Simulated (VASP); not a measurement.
# Sr2Be (I4/mcm) in VASP: further runs

The runs below take Sr2Be through single point, with PBE.

All numbers are computed with VASP 6.6.1; they aren't measurements. Logs are shortened: lines on timing, memory, paths and dates and some standing lists are left out, and cuts for length are marked.

### Step 1. The cell of the first run

Symmetry: I4/mcm, No. 140, tetragonal system. Conventional cell: a = 7.077 Å, b = 7.077 Å, c = 5.891 Å, α = 90.00°, β = 90.00°, γ = 90.00°. Within 4.0 Å of Sr (site symmetry m2m) lie 4 Be at 3.02 Å and 11 Sr at 3.34 to 3.78 Å. Be (site symmetry 422) has 2 Be at 2.95 Å and 8 Sr at 3.02 Å within 3.9 Å.

### Step 2. Single point, PBE

INCAR

```
PREC = Accurate
ENCUT = 600
EDIFF = 1E-6
ISMEAR = 0
SIGMA = 0.1
LREAL = False
LASPH = True
NELM = 120
ALGO = Normal
ISIF = 2
LWAVE = False
LCHARG = True
GGA = PE
LELF = True
LVHAR = True
NBANDS = 31
GGA_COMPAT = False
```

KPOINTS

```
Automatic mesh
0
Gamma
  4 4 4
```

POSCAR

```
Sr2Be
1.0
   -3.5384713088      3.5384713088      2.9454276121
    3.5384713088     -3.5384713088      2.9454276121
    3.5384713088      3.5384713088     -2.9454276121
Sr Be
4 2
Direct
    0.6670000000      0.1670000000      0.8340000000
    0.1670000000      0.3330000000      0.5000000000
    0.3330000000      0.8330000000      0.1660000000
    0.8330000000      0.6670000000      0.5000000000
    0.2500000000      0.2500000000      0.0000000000
    0.7500000000      0.7500000000      0.0000000000
```

Potentials or basis: VASP PAW PBE potentials, release 64 (Sr_sv, Be).

Run with:

```
$ cat potpaw_PBE.64/Sr_sv/POTCAR potpaw_PBE.64/Be/POTCAR > POTCAR
$ mpirun -np 1 vasp_std > vasp.out
```

OUTCAR:

```text
PREC = Accurate
   ENCUT = 600
   EDIFF = 1E-6
   ISMEAR = 0
   LREAL = False
   LASPH = True
   NELM = 120
   ISIF = 2
   GGA = PE

 ion  position               nearest neighbor table
   1  0.667  0.167  0.834-   5 3.02   6 3.02   5 3.02   6 3.02   3 3.34   3 3.38   3 3.38   2 3.73
                             4 3.73   4 3.73   2 3.73   4 3.78   2 3.78   2 3.78   4 3.78
   2  0.167  0.333  0.500-   6 3.02   5 3.02   5 3.02   6 3.02   4 3.34   4 3.38   4 3.38   3 3.73
                             1 3.73   3 3.73   1 3.73   1 3.78   3 3.78   1 3.78   3 3.78
   3  0.333  0.833  0.166-   5 3.02   6 3.02   5 3.02   6 3.02   1 3.34   1 3.38   1 3.38   2 3.73
                             4 3.73   4 3.73   2 3.73   4 3.78   2 3.78   4 3.78   2 3.78
   4  0.833  0.667  0.500-   5 3.02   6 3.02   6 3.02   5 3.02   2 3.34   2 3.38   2 3.38   1 3.73
                             1 3.73   3 3.73   3 3.73   3 3.78   1 3.78   1 3.78   3 3.78
   5  0.250  0.250  0.000-   4 3.02   3 3.02   1 3.02   2 3.02   3 3.02   2 3.02   4 3.02   1 3.02

   6  0.750  0.750  0.000-   3 3.02   2 3.02   1 3.02   3 3.02   4 3.02   4 3.02   1 3.02   2 3.02

  LATTYP: Found a body centered tetragonal cell.
 ALAT       =     7.0769426176
 C/A-ratio  =     0.8324011572

  Lattice vectors:

 A1 = (  -3.5384713088,   3.5384713088,   2.9454276121)
 A2 = (   3.5384713088,  -3.5384713088,   2.9454276121)
 A3 = (   3.5384713088,   3.5384713088,  -2.9454276121)

Analysis of symmetry for initial positions (statically):
=====================================================================
 Subroutine PRICEL returns:
 Original cell was already a primitive cell.

 Routine SETGRP: Setting up the symmetry group for a
 body centered tetragonal supercell.

 Subroutine GETGRP returns: Found 16 space group operations
 (whereof  8 operations were pure point group operations)
 out of a pool of 16 trial point group operations.

The static configuration has the point symmetry C_4h.
 The point group associated with its full space group is D_4h.

Analysis of symmetry for dynamics (positions and initial velocities):
=====================================================================
 Subroutine PRICEL returns:
 Original cell was already a primitive cell.

 Routine SETGRP: Setting up the symmetry group for a
 body centered tetragonal supercell.

 Subroutine GETGRP returns: Found 16 space group operations
 (whereof  8 operations were pure point group operations)
 out of a pool of 16 trial point group operations.

The dynamic configuration has the point symmetry C_4h.
 The point group associated with its full space group is D_4h.

 Subroutine INISYM returns: Found 16 space group operations
 (whereof  8 operations are pure point group operations),
 and found     1 'primitive' translations

----------------------------------------------------------------------------------------

                                     Primitive cell

  volume of cell :     147.5162

  direct lattice vectors                    reciprocal lattice vectors
    -3.538471309  3.538471309  2.945427612     0.000000000  0.141303958  0.169754639
     3.538471309 -3.538471309  2.945427612     0.141303958  0.000000000  0.169754639
     3.538471309  3.538471309 -2.945427612     0.141303958  0.141303958  0.000000000

  length of vectors
     5.806642939  5.806642939  5.806642939     0.220869748  0.220869748  0.199833973

  position of ions in fractional coordinates (direct lattice)
     0.667000000  0.167000000  0.834000000
     0.167000000  0.333000000  0.500000000
     0.333000000  0.833000000  0.166000000
     0.833000000  0.667000000  0.500000000
     0.250000000  0.250000000  0.000000000
     0.750000000  0.750000000  0.000000000

  ion indices of the primitive-cell ions
   primitive index   ion index
                 1           1
                 2           2
                 3           3
                 4           4
                 5           5
                 6           6

----------------------------------------------------------------------------------------

 KPOINTS: Automatic mesh

Automatic generation of k-mesh.
 Grid dimensions read from file:
 generate k-points for:    4    4    4

 Generating k-lattice:

  Cartesian coordinates                     Fractional coordinates (reciprocal lattice)
     0.000000000  0.035325989  0.042438660     0.250000000  0.000000000  0.000000000
     0.035325989  0.000000000  0.042438660     0.000000000  0.250000000  0.000000000
     0.035325989  0.035325989  0.000000000     0.000000000  0.000000000  0.250000000

  Length of vectors
     0.055217437  0.055217437  0.049958493

  Shift w.r.t. Gamma in fractional coordinates (k-lattice)
     0.000000000  0.000000000  0.000000000

 Subroutine IBZKPT returns following result:
 ===========================================

 Found     13 irreducible k-points:

 Following reciprocal coordinates:
            Coordinates               Weight
  0.000000  0.000000  0.000000      1.000000
  0.250000  0.000000  0.000000      8.000000
  0.500000  0.000000  0.000000      4.000000
  0.250000  0.250000  0.000000      8.000000
  0.500000  0.250000  0.000000     16.000000
 -0.250000  0.250000  0.000000      4.000000
  0.500000  0.500000  0.000000      2.000000
  0.250000  0.250000  0.250000      2.000000
 -0.250000  0.250000  0.250000      4.000000
  0.500000  0.500000  0.250000      4.000000
 -0.250000  0.500000  0.250000      8.000000
 -0.250000 -0.250000  0.250000      2.000000
  0.500000  0.500000  0.500000      1.000000
   k-points           NKPTS =     13   k-points in BZ     NKDIM =     13   number of bands    NBANDS=     31
   number of dos      NEDOS =    301   number of ions     NIONS =      6
   total plane-waves  NPLWV = 110592
   dimension x,y,z NGX =    48 NGY =   48 NGZ =   48
   dimension x,y,z NGXF=    96 NGYF=   96 NGZF=   96
   ions per type =               4   2
   NGX,Y,Z   is equivalent  to a cutoff of  13.74, 13.74, 13.74 a.u.
   NGXF,Y,Z  is equivalent  to a cutoff of  27.49, 27.49, 27.49 a.u.
 SYSTEM =  unknown system
   PREC   = accura    normal or accurate (medium, high low for compatibility)
   ISTART =      0    job   : 0-new  1-cont  2-samecut
   ICHARG =      2    charge: 1-file 2-atom 10-const
   ISPIN  =      1    spin polarized calculation?
   LNONCOLLINEAR =      F non collinear calculations
   LSORBIT =      F    spin-orbit coupling
   LASPH  =      T    aspherical Exc in radial PAW
   ENCUT  =  600.0 eV  44.10 Ry    6.64 a.u.  11.60 11.60 11.60*2*pi/ulx,y,z
   NELM   =    120;   NELMIN=  2; NELMDL= -5     # of ELM steps
   EDIFF  = 0.1E-05   stopping-criterion for ELM
   LREAL  =      F    real-space projection
   EDIFFG = 0.1E-04   stopping-criterion for IOM
   NSW    =      0    number of steps for IOM
   IBRION =     -1    ionic relax: 0-MD 1-quasi-New 2-CG
   NFREE  =      0    steps in history (QN), initial steepest desc. (CG)
   ISIF   =      2    stress and relaxation
   ISYM   =      2    0-nonsym 1-usesym 2-fastsym
   POTIM  = 0.5000    time-step for ionic-motion
   TEBEG  =    0.0;   TEEND  =   0.0 temperature during run
   PSTRESS=    0.0 pullay stress
   NELECT =      44.0000    total number of electrons
   NUPDOWN=      -1.0000    fix difference up-down
   EMIN   =  10.00;   EMAX   =-10.00  energy-range for DOS
   EFERMI =   0.00;   METHOD = LEGACY
   ISMEAR =     0;   SIGMA  =   0.10  broadening in eV -4-tet -1-fermi 0-gaus
   EFERMI_NEDOS =   21; number of points for ismear=-14 and -15
   IALGO  =     38    algorithm
   IMIX   =      4    mixing-type and parameters
     AMIX     =   0.40;   BMIX     =  1.00
     AMIX_MAG =   1.60;   BMIX_MAG =  1.00
  volume/ion in A,a.u.               =      24.59       165.91
  Fermi-wavevector in a.u.,A,eV,Ry     =   1.093820  2.067020 16.278581  1.196442
  Thomas-Fermi vector in A             =   2.230113
   LORBIT       =      0    0 simple, 1 ext, 2 COOP (PROOUT), +10 PAW based schemes
   GGA     = PE    functional components
   LHFCALC =     F    Hartree Fock is set to
   AEXX    =    0.0000 exact exchange contribution
   IVDW    =     0    specifies the selected vdW correction
   LEPSILON=     F    determine dielectric tensor
   LRPA    =     F    only Hartree local field effects (RPA)
 non-spin polarized calculation
 Gauss-broadening in eV      SIGMA  =   0.10
  energy-cutoff  :      600.00
  volume of cell :      147.52
 maximum number of plane-waves:      4955
 NGX is ok and might be reduce to    48
   NGX = 23   NGY = 23   NGZ = 23

 number of electron      44.0000000 magnetization

 Free energy of the ion-electron system (eV)
  ---------------------------------------------------
  ext. energy  EPLUGINS =         0.00000000
  ---------------------------------------------------
  free energy    TOTEN  =        -9.32349042 eV

  energy without entropy =       -9.30086975  energy(sigma->0) =       -9.31218008

 E-fermi :   3.9619     XC(G=0):  -9.3333

 val. band max:        3.9091193802   @ k =  -0.2500   0.2500   0.0000
 cond. band min:       4.0054142671   @ k =   0.2500   0.0000   0.0000
 fundamental gap:      0.0962948869
 Fermi energy:         3.9618814697

 k-point     1 :       0.0000    0.0000    0.0000
  band No.  band energies     occupation
      1     -31.6367      2.00000
      2     -31.5242      2.00000
      3     -31.4409      2.00000
      4     -31.4409      2.00000
      5     -14.2043      2.00000
      6     -14.0123      2.00000
[... 23 lines left out ...]
     30       6.9138      0.00000
     31       7.5394      0.00000

 k-point     2 :       0.2500    0.0000    0.0000
  band No.  band energies     occupation
      1     -31.6062      2.00000
      2     -31.5211      2.00000
      3     -31.4609      2.00000
      4     -31.4556      2.00000
      5     -14.2549      2.00000
      6     -14.1366      2.00000
[... 23 lines left out ...]
     30       6.4281      0.00000
     31       7.2312      0.00000

 k-point     3 :       0.5000    0.0000    0.0000
  band No.  band energies     occupation
      1     -31.5413      2.00000
      2     -31.5413      2.00000
      3     -31.4812      2.00000
      4     -31.4812      2.00000
      5     -14.2520      2.00000
      6     -14.2520      2.00000
[... 329 lines left out ...]
     30       6.2067      0.00000
     31       6.7698      0.00000

 k-point    13 :       0.5000    0.5000    0.5000
  band No.  band energies     occupation
      1     -31.5293      2.00000
      2     -31.5293      2.00000
      3     -31.4968      2.00000
      4     -31.4898      2.00000
      5     -14.2930      2.00000
      6     -14.2472      2.00000
[... 23 lines left out ...]
     30       6.0696      0.00000
     31       6.8997      0.00000

------------------------ aborting loop because EDIFF is reached ----------------------------------------

  FORCE on cell =-STRESS in cart. coord.  units (eV):
  Direction    XX          YY          ZZ          XY          YZ          ZX
  --------------------------------------------------------------------------------------
  -------------------------------------------------------------------------------------
  Total       11.6517597     11.6517597     11.8212436      0.0000000     -0.0000000      0.0000000
  in kB      126.5500733    126.5500733    128.3908418      0.0000000     -0.0000000      0.0000000
  external PRESSURE =     127.1636628 kB  Pullay stress =       0.0000000 kB

 VOLUME and BASIS-vectors are now :
 -----------------------------------------------------------------------------
  energy-cutoff  :      600.00
  volume of cell :      147.52
      direct lattice vectors                 reciprocal lattice vectors
    -3.538471309  3.538471309  2.945427612     0.000000000  0.141303958  0.169754639
     3.538471309 -3.538471309  2.945427612     0.141303958  0.000000000  0.169754639
     3.538471309  3.538471309 -2.945427612     0.141303958  0.141303958  0.000000000

 POSITION                                       TOTAL-FORCE (eV/Angst)
 -----------------------------------------------------------------------------------
      1.18185      4.72032      0.00000         0.383734      0.383734     -0.000000
      2.35662      1.18185      0.00000        -0.383734      0.383734      0.000000
      2.35662     -1.18185      2.94543        -0.383734     -0.383734      0.000000
      1.18185      2.35662      2.94543         0.383734     -0.383734      0.000000
      0.00000      0.00000      1.47271         0.000000     -0.000000     -0.000000
      0.00000      0.00000      4.41814         0.000000     -0.000000     -0.000000
 -----------------------------------------------------------------------------------
    total drift:                               -0.000000      0.000000      0.000000

  FREE ENERGIE OF THE ION-ELECTRON SYSTEM (eV)
  ---------------------------------------------------
  free  energy   TOTEN  =        -9.3234904221 eV

  energy  without entropy=       -9.3008697451  energy(sigma->0) =       -9.31218008
```

It took 40 s on 1 thread of Intel Xeon 6975P-C (Granite Rapids), shared host; peak memory 0.34 GiB.

Results:

```
Free energy            : -9.3235 eV
Pressure               : 12.7 GPa
Largest force          : 0.543 eV/Å
Band gap on the k mesh : zero (bands 22 and 23 overlap by 0.54 eV)
```

Forces in eV/Å, atoms in the order of the input:
```
Sr   0.384  0.384  0.000
Sr  -0.384  0.384  0.000
Sr  -0.384 -0.384  0.000
Sr   0.384 -0.384  0.000
Be   0.000  0.000  0.000
Be   0.000  0.000  0.000
```

Stress tensor (GPa, compression positive):
```
12.66  0.00  0.00
 0.00 12.66  0.00
 0.00  0.00 12.84
```

Levels at points of the mesh, in eV from the Fermi level:
| k point | band 20 | band 21 | band 22 | band 23 | band 24 | band 25 |
| --- | --- | --- | --- | --- | --- | --- |
| (0.00, 0.00, 0.00) | -0.57 | -0.32 | -0.32 | -0.24 | 0.24 | 0.24 |
| (0.50, 0.00, 0.00) | -1.62 | -0.50 | -0.50 | 0.54 | 0.54 | 0.71 |
| (0.50, 0.50, 0.00) | -1.39 | -0.37 | -0.32 | -0.27 | 0.10 | 0.18 |
| (0.50, 0.50, 0.50) | -2.15 | -0.99 | -0.37 | -0.37 | -0.32 | 0.39 |

Caveat: the cell stands under pressure.

### Step 3. Single point, PBE

This run uses another cell than the first one, of 35.58 Å³/atom.

INCAR

```
SYSTEM = Sr2Be
PREC = Accurate
ENCUT = 600
EDIFF = 1E-6
ISMEAR = 0
SIGMA = 0.1
LREAL = .FALSE.
LASPH = .TRUE.
NELM = 120
ALGO = Normal
ISIF = 2
LWAVE = .FALSE.
LCHARG = .TRUE.
GGA = PE
LELF = .TRUE.
LVHAR = .TRUE.
NBANDS = 31
GGA_COMPAT = .FALSE.
```

KPOINTS

```
regular mesh
0
G
  4 4 4
  0 0 0
```

POSCAR

```
Sr2Be
1.0
   -3.8414493390      3.8414493390      3.6163192543
    3.8414493390     -3.8414493390      3.6163192543
    3.8414493390      3.8414493390     -3.6163192543
Sr Be
4 2
Direct
    0.6870834480      0.1870834480      0.8741668959
    0.1870834480      0.3129165520      0.5000000000
    0.3129165520      0.8129165520      0.1258331041
    0.8129165520      0.6870834480      0.5000000000
    0.2500000000      0.2500000000      0.0000000000
    0.7500000000      0.7500000000      0.0000000000
```

Potentials or basis: VASP PAW PBE potentials, release 64 (Sr_sv, Be).

Run with:

```
$ cat potpaw_PBE.64/Sr_sv/POTCAR potpaw_PBE.64/Be/POTCAR > POTCAR
$ mpirun -np 1 vasp_std > vasp.out
```

It took 65 s on 1 thread of Intel Xeon 6975P-C (Granite Rapids), shared host; peak memory 0.43 GiB.

The run converged. Its results:

| Property | Result |
| --- | --- |
| Free energy | -11.7121 eV |
| Pressure | 0.2 GPa |
| Largest force | 0.006 eV/Å |
| Band gap on the k mesh | zero (bands 22 and 23 overlap by 0.41 eV) |

Forces in eV/Å, atoms in the order of the input:
```
Sr   0.004  0.004  0.000
Sr  -0.004  0.004  0.000
Sr  -0.004 -0.004  0.000
Sr   0.004 -0.004  0.000
Be   0.000  0.000  0.000
Be   0.000  0.000  0.000
```

Stress tensor (GPa, compression positive):
```
0.34 0.00 0.00
0.00 0.34 0.00
0.00 0.00 0.04
```

Levels at points of the mesh, in eV from the Fermi level:
```
           k point  band 18  band 19  band 20  band 21  band 22  band 23  band 24  band 25  band 26  band 27
(0.00, 0.00, 0.00)    -2.38    -1.02    -0.27    -0.09     0.14     0.14     0.37     0.37     0.78     0.78
(0.50, 0.00, 0.00)    -3.38    -1.22    -1.22    -0.40    -0.40     0.60     0.60     0.86     0.86     0.99
(0.50, 0.50, 0.00)    -2.48    -2.16    -1.03    -0.28     0.15     0.28     0.34     0.40     0.74     0.99
(0.50, 0.50, 0.50)    -1.95    -1.91    -1.82    -1.82    -0.41    -0.11    -0.11     0.46     1.79     2.17
```

The gap in the log of VASP goes by the Fermi energy; the results here count the filled bands.